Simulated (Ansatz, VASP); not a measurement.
**MgS in VASP and in Ansatz**

```
S Mg
1.0
     0.00000    2.66465    2.66465
     2.66465    0.00000    2.66465
     2.66465    2.66465    0.00000
S Mg
1 1
Direct
  0.25000 0.25000 0.25000
  0.00000 0.00000 0.00000
```

Alike in both runs: task single point; functional PBE0; k mesh 6 × 6 × 6; occupations gaussian, width 0.05 eV; no spin polarisation.

|  | VASP | Ansatz |
| --- | --- | --- |
| version | VASP 6.6.1 | Ansatz 0.2.0 |
| potentials or method | VASP PAW PBE potentials, release 64 (S, Mg) | Ansatz PAW |
| plane-wave cutoff (eV) | 520 | 420 |
| valence electrons in the cell | 8 | 16 |

```tsv
	VASP	Ansatz	Ansatz less VASP
gap on the k mesh at the Fermi level (eV)	5.38	5.38	-0.002
least direct gap on the mesh (eV)	6.26	6.26	-0.005
pressure (GPa)	15.4	15.5	+0.16
```

The functional is the same, so the differences come from potentials, cutoffs and numerics. VASP's potentials hold 8 valence electrons a cell and Ansatz's 16, so a difference there can come from the potentials and not from the codes.
